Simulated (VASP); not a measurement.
# PbS (Fm-3m) in VASP: G0W0 quasiparticle levels with PBE

Aim: the G0W0 quasiparticle levels of PbS with PBE.

Program: VASP 6.6.1. These are calculated values, not measurements. Logs are shortened: lines on timing, memory, paths and dates and some standing lists are left out, and cuts for length are marked.

### 1 The cell of the first run

The structure is cubic, space group Fm-3m (No. 225). The conventional cell has a = 6.034 Å, b = 6.034 Å, c = 6.034 Å, α = 90.00°, β = 90.00°, γ = 90.00°. Within 4.0 Å of Pb (site symmetry m-3m) lie 6 S at 3.02 Å. S (site symmetry m-3m) has 6 Pb at 3.02 Å within 4.0 Å.

### 2 G0W0 quasiparticle levels, PBE

POSCAR

```
PbS
1.0
    0.0000000000      3.0171050030      3.0171050030
    3.0171050030      0.0000000000      3.0171050030
    3.0171050030      3.0171050030      0.0000000000
Pb S
1 1
Direct
    0.0000000000      0.0000000000      0.0000000000
    0.5000000000      0.5000000000      0.5000000000
```

INCAR.step1

```
  ALGO = Normal
  EDIFF = 1E-8
  ENCUT = 500
  GGA = PE
  ISMEAR = 0
  LASPH = True
  LCHARG = False
  LREAL = False
  LWAVE = True
  NELM = 100
  PREC = Accurate
  SIGMA = 0.01
```

INCAR.step2

```
  ALGO = Exact
  EDIFF = 1E-8
  ENCUT = 500
  GGA = PE
  ISMEAR = 0
  ISTART = 1
  LASPH = True
  LCHARG = False
  LOPTICS = True
  LREAL = False
  LWAVE = True
  NBANDS = 240
  NELM = 1
  PREC = Accurate
  SIGMA = 0.01
```

INCAR.step3

```
  ALGO = EVGW0
  EDIFF = 1E-8
  ENCUT = 500
  ENCUTGW = 150.0
  GGA = PE
  ISMEAR = 0
  ISTART = 1
  LASPH = True
  LCHARG = False
  LREAL = False
  LWAVE = False
  NBANDS = 240
  NBANDSGW = 19
  NELMGW = 1
  NOMEGA = 96
  OMEGAMAX = 20
  PREC = Accurate
  PRECFOCK = Fast
  SIGMA = 0.01
```

KPOINTS

```
k-points
0
Gamma
  4 4 4
```

Potentials or basis: VASP PAW PBE potentials, release 64 (Pb_d_GW, S_GW).

Command:

```console
cat potpaw_PBE.64/Pb_d_GW/POTCAR potpaw_PBE.64/S_GW/POTCAR > POTCAR
cp INCAR.step1 INCAR
mpirun -np 1 vasp_std > vasp.out
cp INCAR.step2 INCAR
mpirun -np 1 vasp_std > vasp.out
cp INCAR.step3 INCAR
mpirun -np 1 vasp_std > vasp.out
```

OUTCAR:

```text
EDIFF = 1E-8
   ENCUT = 500
   ENCUTGW = 150.0
   GGA = PE
   ISMEAR = 0
   ISTART = 1
   LASPH = True
   LREAL = False
   NELMGW = 1
   PREC = Accurate
   PRECFOCK = Fast

 ion  position               nearest neighbor table
   1  0.000  0.000  0.000-
   2  0.500  0.500  0.500-

  LATTYP: Found a face centered cubic cell.
 ALAT       =     6.0342100060

  Lattice vectors:

 A1 = (   0.0000000000,   3.0171050030,   3.0171050030)
 A2 = (   3.0171050030,   0.0000000000,   3.0171050030)
 A3 = (   3.0171050030,   3.0171050030,   0.0000000000)

Analysis of symmetry for initial positions (statically):
=====================================================================
 Subroutine PRICEL returns:
 Original cell was already a primitive cell.

 Routine SETGRP: Setting up the symmetry group for a
 face centered cubic supercell.

 Subroutine GETGRP returns: Found 48 space group operations
 (whereof 48 operations were pure point group operations)
 out of a pool of 48 trial point group operations.

The static configuration has the point symmetry O_h .

Analysis of symmetry for dynamics (positions and initial velocities):
=====================================================================
 Subroutine PRICEL returns:
 Original cell was already a primitive cell.

 Routine SETGRP: Setting up the symmetry group for a
 face centered cubic supercell.

 Subroutine GETGRP returns: Found 48 space group operations
 (whereof 48 operations were pure point group operations)
 out of a pool of 48 trial point group operations.

The dynamic configuration has the point symmetry O_h .

 Subroutine INISYM returns: Found 48 space group operations
 (whereof 48 operations are pure point group operations),
 and found     1 'primitive' translations

----------------------------------------------------------------------------------------

                                     Primitive cell

  volume of cell :      54.9289

  direct lattice vectors                    reciprocal lattice vectors
     0.000000000  3.017105003  3.017105003    -0.165721776  0.165721776  0.165721776
     3.017105003  0.000000000  3.017105003     0.165721776 -0.165721776  0.165721776
     3.017105003  3.017105003  0.000000000     0.165721776  0.165721776 -0.165721776

  length of vectors
     4.266830814  4.266830814  4.266830814     0.287038536  0.287038536  0.287038536

  position of ions in fractional coordinates (direct lattice)
     0.000000000  0.000000000  0.000000000
     0.500000000  0.500000000  0.500000000

  ion indices of the primitive-cell ions
   primitive index   ion index
                 1           1
                 2           2

----------------------------------------------------------------------------------------

 KPOINTS: k-points

Automatic generation of k-mesh.
 Grid dimensions read from file:
 generate k-points for:    4    4    4

 Generating k-lattice:

  Cartesian coordinates                     Fractional coordinates (reciprocal lattice)
    -0.041430444  0.041430444  0.041430444     0.250000000  0.000000000  0.000000000
     0.041430444 -0.041430444  0.041430444     0.000000000  0.250000000  0.000000000
     0.041430444  0.041430444 -0.041430444     0.000000000  0.000000000  0.250000000

  Length of vectors
     0.071759634  0.071759634  0.071759634

  Shift w.r.t. Gamma in fractional coordinates (k-lattice)
     0.000000000  0.000000000  0.000000000

 Subroutine IBZKPT returns following result:
 ===========================================

 Found      8 irreducible k-points:

 Following reciprocal coordinates:
            Coordinates               Weight
  0.000000  0.000000  0.000000      1.000000
  0.250000  0.000000  0.000000      8.000000
  0.500000  0.000000  0.000000      4.000000
  0.250000  0.250000  0.000000      6.000000
  0.500000  0.250000  0.000000     24.000000
 -0.250000  0.250000  0.000000     12.000000
  0.500000  0.500000  0.000000      3.000000
 -0.250000  0.500000  0.250000      6.000000
   k-points           NKPTS =      8   k-points in BZ     NKDIM =     64   number of bands    NBANDS=    240
   number of dos      NEDOS =    301   number of ions     NIONS =      2
   total plane-waves  NPLWV =  32768
   dimension x,y,z NGX =    32 NGY =   32 NGZ =   32
   dimension x,y,z NGXF=    64 NGYF=   64 NGZF=   64
   ions per type =               1   1
   NGX,Y,Z   is equivalent  to a cutoff of  12.47, 12.47, 12.47 a.u.
   NGXF,Y,Z  is equivalent  to a cutoff of  24.94, 24.94, 24.94 a.u.
 SYSTEM =  unknown system
   PREC   = accura    normal or accurate (medium, high low for compatibility)
   ISTART =      1    job   : 0-new  1-cont  2-samecut
   ICHARG =      0    charge: 1-file 2-atom 10-const
   ISPIN  =      1    spin polarized calculation?
   LNONCOLLINEAR =      F non collinear calculations
   LSORBIT =      F    spin-orbit coupling
   LASPH  =      T    aspherical Exc in radial PAW
   ENCUT  =  500.0 eV  36.75 Ry    6.06 a.u.   7.78  7.78  7.78*2*pi/ulx,y,z
   NELM   =     60;   NELMIN=  2; NELMDL=  0     # of ELM steps
   EDIFF  = 0.1E-07   stopping-criterion for ELM
   LREAL  =      F    real-space projection
   EDIFFG = 0.1E-06   stopping-criterion for IOM
   NSW    =      0    number of steps for IOM
   IBRION =     -1    ionic relax: 0-MD 1-quasi-New 2-CG
   NFREE  =      0    steps in history (QN), initial steepest desc. (CG)
   ISIF   =      0    stress and relaxation
   ISYM   =      3    0-nonsym 1-usesym 2-fastsym
   POTIM  = 0.5000    time-step for ionic-motion
   TEBEG  =    0.0;   TEEND  =   0.0 temperature during run
   PSTRESS=    0.0 pullay stress
   NELECT =      22.0000    total number of electrons
   NUPDOWN=      -1.0000    fix difference up-down
   EMIN   =  10.00;   EMAX   =-10.00  energy-range for DOS
   EFERMI =   0.00;   METHOD = LEGACY
   ISMEAR =     0;   SIGMA  =   0.01  broadening in eV -4-tet -1-fermi 0-gaus
   EFERMI_NEDOS =   21; number of points for ismear=-14 and -15
   IALGO  =     38    algorithm
   IMIX   =      4    mixing-type and parameters
     AMIX     =   0.40;   BMIX     =  1.00
     AMIX_MAG =   1.60;   BMIX_MAG =  1.00
  volume/ion in A,a.u.               =      27.46       185.34
  Fermi-wavevector in a.u.,A,eV,Ry     =   1.206744  2.280416 19.813241  1.456232
  Thomas-Fermi vector in A             =   2.342403
   LORBIT       =      0    0 simple, 1 ext, 2 COOP (PROOUT), +10 PAW based schemes
   GGA     = PE    functional components
   LHFCALC =     T    Hartree Fock is set to
   PRECFOCK=fast      Normal, Fast or Accurate (Low or Medium for compatibility)
   ENCUT4O =  -1.0   cutoff for four orbital integrals eV
   NKREDX  =     1    reduce k-point grid by
   NKREDY  =     1    reduce k-point grid by
   NKREDZ  =     1    reduce k-point grid by
   AEXX    =    1.0000 exact exchange contribution
   HFSCREEN=    0.0000 screening length (either q_TF or 0.3 A-1)
   HFSCREENC=   0.0000 screening length for correlation (either q_TF or 0.3 A-1)
   ENCUTFOCK=  -1.0 apply spherical cutoff to Coloumb kernel
   IVDW    =     0    specifies the selected vdW correction
   LEPSILON=     F    determine dielectric tensor
   LRPA    =     F    only Hartree local field effects (RPA)
   LRPAFORCE           =     F    calculate RPA forces
   ENCUTGW             = 150.0    cutoff for response function in eV
   ENCUTGWSOFT         = 120.0    soft cutoff for Coulomb kernel in GW response function in eV
   ENCUTLF             =  -1.0    cutoff for local field effects
   NELMGW              =     1    number of iterations in solving QP/BSE equation
   NELMHF              =     1    number of iterations in the inner HF iteration
   NKREDLFX            =     1    NKREDLFY  =   1   NKREDLFZ  =   1
 non-spin polarized calculation
 Gauss-broadening in eV      SIGMA  =   0.01
  energy-cutoff  :      500.00
  volume of cell :       54.93
 maximum number of plane-waves:      1411
  NGX = 18; NGY = 18; NGZ = 18
   NGX = 15   NGY = 15   NGZ = 15
 maximum number of plane-waves:       259
 NGX is ok and might be reduce to    18

 QP shifts <psi_nk| G(iteration)W_0 |psi_nk>: iteration 1
 for sc-GW calculations column KS-energies equals QP-energies in previous step
 and V_xc(KS)=  KS-energies - (<T + V_ion + V_H > + <T+V_H+V_ion>^1  + <V_x>^1)

 k-point   1 :       0.0000    0.0000    0.0000
  band No.  KS-energies  QP-energies   sigma(KS)   V_xc(KS)     V^pw_x(r,r')   Z            occupation Imag(sigma)

      1    -136.1723    -158.8372     -28.0878       5.4444     -36.1659       0.6759       2.0000       0.5419
      2     -13.4847     -20.6092     -20.2187      -9.8414     -25.2318       0.6865       2.0000       0.2141
      3     -13.4847     -20.6092     -20.2187      -9.8414     -25.2318       0.6865       2.0000       0.2141
      4     -13.4847     -20.6092     -20.2187      -9.8414     -25.2318       0.6865       2.0000       0.2141
      5     -13.4670     -20.6194     -20.2613      -9.8768     -25.3316       0.6888       2.0000       0.2359
      6     -13.4670     -20.6194     -20.2613      -9.8768     -25.3316       0.6888       2.0000       0.2359
[... 11 lines left out ...]
     18      12.0158      11.6335      -6.8063      -6.3074      -1.6547       0.7662       0.0000      -0.2618
     19      12.1865      11.6032      -9.2320      -8.4506      -3.8943       0.7465       0.0000      -0.2995

 k-point   2 :       0.2500    0.0000    0.0000
  band No.  KS-energies  QP-energies   sigma(KS)   V_xc(KS)     V^pw_x(r,r')   Z            occupation Imag(sigma)

      1    -136.1721    -158.8907     -28.0879       5.4455     -36.1659       0.6775       2.0000       0.5415
      2     -13.4845     -20.6155     -20.2286      -9.8607     -25.2810       0.6878       2.0000       0.2381
      3     -13.4845     -20.6155     -20.2286      -9.8607     -25.2810       0.6878       2.0000       0.2381
      4     -13.4825     -20.6155     -20.2186      -9.8409     -25.2321       0.6873       2.0000       0.2174
      5     -13.4605     -20.6289     -20.2635      -9.8633     -25.3015       0.6892       2.0000       0.2273
      6     -13.4605     -20.6289     -20.2635      -9.8633     -25.3015       0.6892       2.0000       0.2273
[... 11 lines left out ...]
     18      14.8673      14.4164      -8.9237      -8.3381      -3.1750       0.7701       0.0000      -0.6041
     19      15.1419      14.8769     -10.6649     -10.3224      -4.5962       0.7736       0.0000      -0.7306

 k-point   3 :       0.5000    0.0000    0.0000
  band No.  KS-energies  QP-energies   sigma(KS)   V_xc(KS)     V^pw_x(r,r')   Z            occupation Imag(sigma)

      1    -136.1722    -158.8494     -28.0880       5.4452     -36.1659       0.6763       2.0000       0.5412
      2     -13.4953     -20.6119     -20.2150      -9.8670     -25.2905       0.6877       2.0000       0.2574
      3     -13.4953     -20.6119     -20.2150      -9.8670     -25.2905       0.6877       2.0000       0.2574
      4     -13.4811     -20.5960     -20.2155      -9.8403     -25.2308       0.6858       2.0000       0.2200
      5     -13.4431     -20.6367     -20.2882      -9.8629     -25.3111       0.6900       2.0000       0.2223
      6     -13.4431     -20.6367     -20.2882      -9.8629     -25.3111       0.6900       2.0000       0.2223
[... 11 lines left out ...]
     18      13.6144      13.4630      -9.5676      -9.3662      -3.9746       0.7517       0.0000      -0.4019
     19      15.5778      14.9264      -9.1291      -8.2541      -3.0685       0.7444       0.0000      -0.6408

 k-point   4 :       0.2500    0.2500    0.0000
  band No.  KS-energies  QP-energies   sigma(KS)   V_xc(KS)     V^pw_x(r,r')   Z            occupation Imag(sigma)
[... 64 lines left out ...]
     18      13.7954      13.5650      -9.8163      -9.5067      -4.1245       0.7439       0.0000      -0.4226
     19      14.7825      14.4766     -10.0365      -9.6225      -3.9773       0.7388       0.0000      -0.5604

 k-point   7 :       0.5000    0.5000    0.0000
  band No.  KS-energies  QP-energies   sigma(KS)   V_xc(KS)     V^pw_x(r,r')   Z            occupation Imag(sigma)

      1    -136.1720    -159.0448     -28.0880       5.4460     -36.1658       0.6821       2.0000       0.5410
      2     -13.5860     -20.3286     -19.8870      -9.9473     -25.2021       0.6783       2.0000       0.3124
      3     -13.5052     -20.5843     -20.1783      -9.8324     -25.1989       0.6842       2.0000       0.2153
      4     -13.4456     -20.6380     -20.2908      -9.8820     -25.3589       0.6910       2.0000       0.2393
      5     -13.4345     -20.6610     -20.2939      -9.8554     -25.2977       0.6923       2.0000       0.2151
      6     -13.4345     -20.6610     -20.2939      -9.8554     -25.2977       0.6923       2.0000       0.2151
[... 11 lines left out ...]
     18      15.3632      15.4175     -10.3778     -10.4497      -4.1318       0.7549       0.0000      -0.5440
     19      15.3632      15.4175     -10.3778     -10.4497      -4.1318       0.7549       0.0000      -0.5440

 k-point   8 :      -0.2500    0.5000    0.2500
  band No.  KS-energies  QP-energies   sigma(KS)   V_xc(KS)     V^pw_x(r,r')   Z            occupation Imag(sigma)

      1    -136.1720    -159.0749     -28.0880       5.4462     -36.1658       0.6830       2.0000       0.5410
      2     -13.5513     -20.3872     -19.9853      -9.9319     -25.2405       0.6800       2.0000       0.2938
      3     -13.4707     -20.6106     -20.2355      -9.8436     -25.2467       0.6871       2.0000       0.2149
      4     -13.4707     -20.6106     -20.2355      -9.8436     -25.2467       0.6871       2.0000       0.2149
      5     -13.4651     -20.6402     -20.2628      -9.8823     -25.3472       0.6912       2.0000       0.2593
      6     -13.4345     -20.6606     -20.2950      -9.8554     -25.2979       0.6922       2.0000       0.2154
[... 11 lines left out ...]
     18      15.3577      15.4413     -10.3527     -10.4659      -4.1225       0.7382       0.0000      -0.5288
     19      15.7804      15.6736     -11.0425     -10.9127      -4.9054       0.8227       0.0000      -0.7292
```

Wall time 5.8 min (1 thread of Intel Xeon 6975P-C (Granite Rapids), shared host); peak memory 0.75 GiB.

What came out:

```yaml
Quasiparticle_gap: 0.87 eV
Least_direct_quasiparticle_gap: 0.87 eV
Band_gap_of_the_starting_levels_on_the_mesh: 0.54 eV
Least_direct_gap_of_the_starting_levels_on_the_mesh: 0.54 eV
```

Caveat: the k points lie up to 0.45 Å⁻¹ apart; bands, screening cutoff and mesh are small and nothing is extrapolated, so the quasiparticle values aren't converged; spin-orbit coupling is left out, which moves the levels of the heavy elements.
